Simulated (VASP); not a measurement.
The system is Ge.

```
Ge
1.0
     0.00000    2.79068    2.79068
     2.79068    0.00000    2.79068
     2.79068    2.79068    0.00000
Ge
2
Direct
  0.75000 0.75000 0.75000
  0.50000 0.50000 0.50000
```

Base run:

| Property | Result |
| --- | --- |
| Program | VASP 6.6.1 |
| Functional | revPBE |
| Dispersion | D3(BJ) |
| Potentials or basis | VASP PAW PBE potentials, release 64 (Ge_d) |
| Cutoff | 520 eV |
| k mesh | 8 × 8 × 8 |
| Occupations | fermi-dirac, width 0.05 eV |
| Spin | no spin polarisation |

Its results: band gap on the k mesh 0.37 eV (least direct gap 0.50 eV); pressure 3.7 GPa.

Q: The run is repeated on the same cell with these changes: functional from revPBE to RPBE; dispersion from D3(BJ) to none. What comes out?

A: Band gap on the k mesh 0.40 eV (least direct gap 0.53 eV); pressure 8.8 GPa.

Several settings changed at once.

Caveats: the cell stands under pressure; the PAW data sets were made with another functional, which shifts forces and pressure a little.

A k mesh can miss the band edges.
